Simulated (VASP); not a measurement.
Input of a VASP 6.6.1 run:

File INCAR:

```
SYSTEM = PbS
  PREC = Accurate
  ENCUT = 600
  EDIFF = 1E-6
  ISMEAR = -1
  SIGMA = 0.05
  LREAL = .False.
  LASPH = .True.
  NELM = 60
  ALGO = Normal
  ISIF = 3
  LWAVE = .False.
  LCHARG = .False.
  GGA = RP
  IBRION = 2
  NSW = 60
  EDIFFG = -0.01
```

Contents of KPOINTS:

```
regular mesh
0
Gamma
  8 8 8
  0 0 0
```

File POSCAR:

```
PbS
1.0
    0.0000000000      2.9657500000      2.9657500000
    2.9657500000      0.0000000000      2.9657500000
    2.9657500000      2.9657500000      0.0000000000
Pb S
1 1
Direct
    0.0000000000      0.0000000000      0.0000000000
    0.5000000000      0.5000000000      0.5000000000
```

Potentials or basis: VASP PAW PBE potentials, release 64 (Pb_d, S).

Launch:

```console
$ cat potpaw_PBE.64/Pb_d/POTCAR potpaw_PBE.64/S/POTCAR > POTCAR
$ mpirun -np 1 vasp_std > vasp.out
```

Problem. Predict the band gap on the k mesh.

Solution. 0.71 eV, direct.

Problem. Estimate the relaxed cell.

Solution. a = 4.299 Å, b = 4.299 Å, c = 4.299 Å, α = 60.00°, β = 60.00°, γ = 60.00°.

Step by step:
```csv
step,energy change (eV),largest force (eV/Å),pressure (GPa),volume (Å³)
1,0.0000,0.0000,4.16,52.17
2,-0.0449,0.0000,-0.99,57.45
3,-0.0489,0.0000,0.01,56.19
```

Caveat: the PAW data sets were made with another functional, which shifts forces and pressure a little; spin-orbit coupling is left out, which moves the levels of the heavy elements. Zero-point motion and thermal expansion aren't in these numbers.
